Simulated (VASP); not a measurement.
# Sb (Fm-3m) in VASP: a series of runs

Sb is run at these levels: PBE; tasks: single point.

All numbers are computed with VASP 6.6.1; they aren't measurements. Logs are shortened: lines on timing, memory, paths and dates and some standing lists are left out, and cuts for length are marked.

## (1) The cell of the first run

The structure is cubic, space group Fm-3m (No. 225). The conventional cell has a = 4.792 Å, b = 4.792 Å, c = 4.792 Å, α = 90.00°, β = 90.00°, γ = 90.00°. Within 4.5 Å of Sb (site symmetry m-3m) lie 12 Sb at 3.39 Å.

## (2) Single point, PBE

File INCAR:

```
SYSTEM = Sb
PREC = Accurate
ENCUT = 520
EDIFF = 1E-7
ISMEAR = -1
SIGMA = 0.08
LREAL = .False.
LASPH = .True.
NELM = 60
ALGO = Normal
ISIF = 2
LWAVE = .False.
LCHARG = .False.
GGA = PE
NBANDS = 12
```

File KPOINTS:

```
Automatic mesh
0
Gamma
  10 7 10
  0 0 0
```

File POSCAR:

```
Sb
1.0
   -2.3960075572      2.3960075572      0.0000000000
    0.0000000000      0.0000000000      4.7920151143
    2.3960075572      2.3960075572      0.0000000000
Sb
2
Direct
    0.0000000000      0.0000000000      0.0000000000
    0.5000000000      0.5000000000      0.5000000000
```

Potentials or basis: VASP PAW PBE potentials, release 64 (Sb).

The run is started by

```bash
$ cat potpaw_PBE.64/Sb/POTCAR > POTCAR
$ mpirun -np 1 vasp_std > vasp.out
```

OUTCAR:

```text
SYSTEM = Sb
   PREC = Accurate
   ENCUT = 520
   EDIFF = 1E-7
   ISMEAR = -1
   LREAL = .False.
   LASPH = .True.
   NELM = 60
   ISIF = 2
   GGA = PE

 ion  position               nearest neighbor table
   1  0.000  0.000  0.000-   2 3.39   2 3.39   2 3.39   2 3.39   2 3.39   2 3.39   2 3.39   2 3.39

   2  0.500  0.500  0.500-   1 3.39   1 3.39   1 3.39   1 3.39   1 3.39   1 3.39   1 3.39   1 3.39

  LATTYP: Found a simple tetragonal cell.
 ALAT       =     3.3884663829
 C/A-ratio  =     1.4142135623

  Lattice vectors:

 A1 = (   2.3960075572,  -2.3960075572,   0.0000000000)
 A2 = (   2.3960075572,   2.3960075572,   0.0000000000)
 A3 = (   0.0000000000,   0.0000000000,   4.7920151143)

Analysis of symmetry for initial positions (statically):
=====================================================================
 Subroutine PRICEL returns following result:

  LATTYP: Found a face centered cubic cell.
 ALAT       =     4.7920151144

  Lattice vectors:

 A1 = (   2.3960075572,   0.0000000000,   2.3960075572)
 A2 = (   2.3960075572,   2.3960075572,   0.0000000000)
 A3 = (   0.0000000000,   2.3960075572,   2.3960075572)

   2 primitive cells build up your supercell.

 Routine SETGRP: Setting up the symmetry group for a
 simple tetragonal supercell.

 Subroutine GETGRP returns: Found 16 space group operations
 (whereof 16 operations were pure point group operations)
 out of a pool of 16 trial point group operations.

The static configuration has the point symmetry D_4h.

Analysis of symmetry for dynamics (positions and initial velocities):
=====================================================================
 Subroutine PRICEL returns following result:

  LATTYP: Found a face centered cubic cell.
 ALAT       =     4.7920151144

  Lattice vectors:

 A1 = (   2.3960075572,   0.0000000000,   2.3960075572)
 A2 = (   2.3960075572,   2.3960075572,   0.0000000000)
 A3 = (   0.0000000000,   2.3960075572,   2.3960075572)

   2 primitive cells build up your supercell.

 Routine SETGRP: Setting up the symmetry group for a
 simple tetragonal supercell.

 Subroutine GETGRP returns: Found 16 space group operations
 (whereof 16 operations were pure point group operations)
 out of a pool of 16 trial point group operations.

The dynamic configuration has the point symmetry D_4h.

 Subroutine INISYM returns: Found 16 space group operations
 (whereof 16 operations are pure point group operations),
 and found     2 'primitive' translations
[... 100 lines left out ...]
   ISYM   =      2    0-nonsym 1-usesym 2-fastsym
   POTIM  = 0.5000    time-step for ionic-motion
   TEBEG  =    0.0;   TEEND  =   0.0 temperature during run
   PSTRESS=    0.0 pullay stress
   NELECT =      10.0000    total number of electrons
   NUPDOWN=      -1.0000    fix difference up-down
   EMIN   =  10.00;   EMAX   =-10.00  energy-range for DOS
   EFERMI =   0.00;   METHOD = LEGACY
   ISMEAR =    -1;   SIGMA  =   0.08  broadening in eV -4-tet -1-fermi 0-gaus
   EFERMI_NEDOS =   21; number of points for ismear=-14 and -15
   IALGO  =     38    algorithm
   IMIX   =      4    mixing-type and parameters
     AMIX     =   0.40;   BMIX     =  1.00
     AMIX_MAG =   1.60;   BMIX_MAG =  1.00
  volume/ion in A,a.u.               =      27.51       185.65
  Fermi-wavevector in a.u.,A,eV,Ry     =   0.927328  1.752396 11.700153  0.859937
  Thomas-Fermi vector in A             =   2.053386
   LORBIT       =      0    0 simple, 1 ext, 2 COOP (PROOUT), +10 PAW based schemes
   GGA     = PE    functional components
   LHFCALC =     F    Hartree Fock is set to
   AEXX    =    0.0000 exact exchange contribution
   IVDW    =     0    specifies the selected vdW correction
   LEPSILON=     F    determine dielectric tensor
   LRPA    =     F    only Hartree local field effects (RPA)
 non-spin polarized calculation
  energy-cutoff  :      520.00
  volume of cell :       55.02
 maximum number of plane-waves:      1497
 NGX is ok and might be reduce to    28
   NGX = 13   NGY = 17   NGZ = 13

 number of electron      10.0000000 magnetization

 number of electron       9.9999999 magnetization

 Free energy of the ion-electron system (eV)
  ---------------------------------------------------
  ext. energy  EPLUGINS =         0.00000000
  ---------------------------------------------------
  free energy    TOTEN  =        -7.64887895 eV

  energy without entropy =       -7.61487309  energy(sigma->0) =       -7.63187602

 E-fermi :   8.2357     XC(G=0): -10.1406

 val. band max:        8.2180309252   @ k =   0.5000   0.1429   0.0000
 cond. band min:       8.2573289943   @ k =   0.3000   0.2857   0.0000
 fundamental gap:      0.0392980691
 Fermi energy:         8.2356882827

 k-point     1 :       0.0000    0.0000    0.0000
  band No.  band energies     occupation
      1      -4.5124      2.00000
      2       0.6839      2.00000
      3       3.4406      2.00000
      4       8.6198      0.01629
      5       8.6198      0.01629
      6      12.3765      0.00000
      7      12.8637      0.00000
      8      13.4105      0.00000
      9      13.4105      0.00000
     10      13.4105      0.00000
     11      18.1309      0.00000
     12      18.1315      0.00000
[... 331 lines left out ...]
 k-point    24 :       0.5000    0.4286    0.0000
  band No.  band energies     occupation
      1      -0.9169      2.00000
      2      -0.9169      2.00000
      3       2.6707      2.00000
      4       2.6707      2.00000
      5      11.5267      0.00000
      6      11.5267      0.00000
      7      11.7620      0.00000
      8      11.7620      0.00000
      9      16.4485      0.00000
     10      16.4485      0.00000
     11      16.8870      0.00000
     12      16.8870      0.00000

 [... further k-points ...]

------------------------ aborting loop because EDIFF is reached ----------------------------------------

  FORCE on cell =-STRESS in cart. coord.  units (eV):
  Direction    XX          YY          ZZ          XY          YZ          ZX
  --------------------------------------------------------------------------------------
  -------------------------------------------------------------------------------------
  Total       -0.0194213     -0.0194213     -0.1396497      0.0000000      0.0000000      0.0000000
  in kB       -0.5655407     -0.5655407     -4.0665497      0.0000000      0.0000000      0.0000000
  external PRESSURE =      -1.7325437 kB  Pullay stress =       0.0000000 kB

 VOLUME and BASIS-vectors are now :
 -----------------------------------------------------------------------------
  energy-cutoff  :      520.00
  volume of cell :       55.02
      direct lattice vectors                 reciprocal lattice vectors
    -2.396007557  2.396007557  0.000000000    -0.208680477  0.208680477  0.000000000
     0.000000000  0.000000000  4.792015114     0.000000000  0.000000000  0.208680477
     2.396007557  2.396007557  0.000000000     0.208680477  0.208680477  0.000000000

 POSITION                                       TOTAL-FORCE (eV/Angst)
 -----------------------------------------------------------------------------------
      0.00000      0.00000      0.00000        -0.000000      0.000000     -0.000000
      0.00000      2.39601      2.39601         0.000000     -0.000000      0.000000
 -----------------------------------------------------------------------------------
    total drift:                                0.000000     -0.000000      0.000000

  FREE ENERGIE OF THE ION-ELECTRON SYSTEM (eV)
  ---------------------------------------------------
  free  energy   TOTEN  =        -7.6488789519 eV

  energy  without entropy=       -7.6148730851  energy(sigma->0) =       -7.63187602
```

OSZICAR:

```text
N       E                     dE             d eps       ncg     rms          rms(c)
DAV:   1     0.276529449940E+02    0.27653E+02   -0.35309E+03  2016   0.642E+02
DAV:   2    -0.630300808177E+01   -0.33956E+02   -0.32884E+02  2716   0.103E+02
DAV:   3    -0.764880491110E+01   -0.13458E+01   -0.13241E+01  2456   0.210E+01
DAV:   4    -0.765874983281E+01   -0.99449E-02   -0.99426E-02  2272   0.222E+00
DAV:   5    -0.765884628896E+01   -0.96456E-04   -0.96456E-04  2376   0.242E-01    0.230E+00
DAV:   6    -0.765227360046E+01    0.65727E-02   -0.37787E-03  2236   0.323E-01    0.130E+00
DAV:   7    -0.764884686708E+01    0.34267E-02   -0.74826E-03  2148   0.457E-01    0.591E-02
DAV:   8    -0.764887981725E+01   -0.32950E-04   -0.12706E-04  2384   0.816E-02    0.131E-02
DAV:   9    -0.764888038889E+01   -0.57164E-06   -0.21993E-06  2336   0.115E-02    0.250E-03
DAV:  10    -0.764887943930E+01    0.94959E-06   -0.21375E-07  2308   0.291E-03    0.235E-03
DAV:  11    -0.764887889089E+01    0.54841E-06   -0.93272E-09  1400   0.750E-04    0.319E-04
DAV:  12    -0.764887895188E+01   -0.60997E-07   -0.95238E-10  1276   0.234E-04
   1 F= -.76488790E+01 E0= -.76318760E+01  d E =-.340059E-01
```

stdout:

```text
POSCAR found type information on POSCAR Sb
 POSCAR found :  1 types and       2 ions
 scaLAPACK will be used
 LDA part: xc-table for (Slater+PW92), standard interpolation
 POSCAR, INCAR and KPOINTS ok, starting setup
 FFT: planning ... GRIDC
 FFT: planning ... GRID_SOFT
 FFT: planning ... GRID
 WAVECAR not read
 entering main loop
```

It took 63 s on 1 thread of AMD EPYC 7R43 (Zen 3), shared host; peak memory 0.16 GiB.

Results:

```yaml
Free_energy: -7.6489 eV
Pressure: -0.2 GPa
Band_gap_on_the_k_mesh: zero (band 5 reaches 11.53 eV, above the bottom of band 6 at 5.67 eV)
```

Caveat: spin-orbit coupling is left out, which moves the levels of the heavy elements.

## (3) Single point, PBE

File INCAR:

```
PREC = Accurate
ENCUT = 520
EDIFF = 1E-6
ISMEAR = -1
SIGMA = 0.08
LREAL = F
LASPH = T
NELM = 100
ALGO = Normal
ISIF = 2
LWAVE = F
LCHARG = F
GGA = PE
NBANDS = 12
```

File KPOINTS:

```
Automatic mesh
0
Gamma
  10 7 10
```

POSCAR is that of step 2.

Potentials or basis: VASP PAW PBE potentials, release 64 (Sb).

The run is started by

```bash
$ cat potpaw_PBE.64/Sb/POTCAR > POTCAR
$ mpirun -np 1 vasp_std > vasp.out
```

Run time: 45 s. Hardware: 1 thread of AMD EPYC 7R43 (Zen 3), shared host; peak memory 0.16 GiB.

The run converged. Its results:

- Free energy: -7.6489 eV
- Pressure: -0.2 GPa
- Band gap on the k mesh: zero (band 5 reaches 11.53 eV, above the bottom of band 6 at 5.67 eV)

Levels at points of the mesh, in eV from the Fermi level:
```
           k point  band 1  band 2  band 3  band 4  band 5  band 6  band 7  band 8  band 9  band 10
(0.00, 0.00, 0.00)  -12.75   -7.55   -4.80    0.38    0.38    4.14    4.63    5.17    5.17     5.17
(0.50, 0.00, 0.00)   -9.69   -9.69   -2.47   -2.47   -1.37   -1.37    3.30    3.30    7.14     7.14
(0.50, 0.00, 0.50)   -7.55   -7.55   -4.79   -4.79    0.38    0.38    0.38    0.38    4.14     4.14
```

Caveat: spin-orbit coupling is left out, which moves the levels of the heavy elements.
